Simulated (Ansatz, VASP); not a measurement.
**Au: VASP beside Ansatz**

INCAR

```
SYSTEM = Au
  ALGO = Fast
  EDIFF = 1E-7
  EDIFFG = -0.005
  ENCUT = 600
  GGA = PE
  IBRION = 2
  ISIF = 3
  ISMEAR = 0
  LASPH = .TRUE.
  LCHARG = .FALSE.
  LREAL = .FALSE.
  LWAVE = .FALSE.
  NELM = 80
  NSW = 100
  PREC = Accurate
  SIGMA = 0.1
```

File KPOINTS:

```
k-points
0
G
  18 18 18
  0 0 0
```

File POSCAR:

```
Au
1.0
    0.0000000000      2.0856442657      2.0856442657
    2.0856442657      0.0000000000      2.0856442657
    2.0856442657      2.0856442657      0.0000000000
Au
1
Direct
    0.0000000000      0.0000000000      0.0000000000
```

Input for Ansatz:

```yaml
crystal:
  lattice:
    - [0.0, 2.0856442657, 2.0856442657]
    - [2.0856442657, 0.0, 2.0856442657]
    - [2.0856442657, 2.0856442657, 0.0]
  atoms:
    - { symbol: Au, position: [0.0, 0.0, 0.0] }
basis:
  ecutwfc: 420
kpoints:
  mp_grid: { grid: [18, 18, 18] }
hamiltonian:
  xc: pbe
scf:
  occupations: { method: gaussian, width: 0.1 }
output:
  forces: true
  stress: true
  eigenvalues: true
relax:
  adjacent_minimum: "off"
  f_tol: 0.005
  max_steps: 80
  cell: { stress_tol: 0.05 }
```

Alike in both runs: task relaxation of cell and atoms; functional PBE; k mesh 18 × 18 × 18; occupations gaussian, width 0.1 eV; no spin polarisation.

```csv
,VASP,Ansatz
version,VASP 6.6.1,Ansatz 0.2.0
potentials or method,"VASP PAW PBE potentials, release 64 (Au), cutoff 600 eV","scalar-relativistic, plane waves, PAW"
valence electrons in the cell,11,19
```

```csv
,VASP,Ansatz,Ansatz less VASP
"gap on the k mesh at the Fermi level, each at its own relaxed structure (eV)",none,none,-
relaxed volume (Å³/atom),17.96,17.97,+0.014
relaxed cell length with the largest relative difference (Å),2.939,2.940,+0.0007
```

A gap of «none» marks a metal or a gap that the smearing closes. VASP's potentials hold 11 valence electrons a cell and Ansatz's 19, so a difference there can come from the potentials and not from the codes.

Spin-orbit coupling is off throughout.
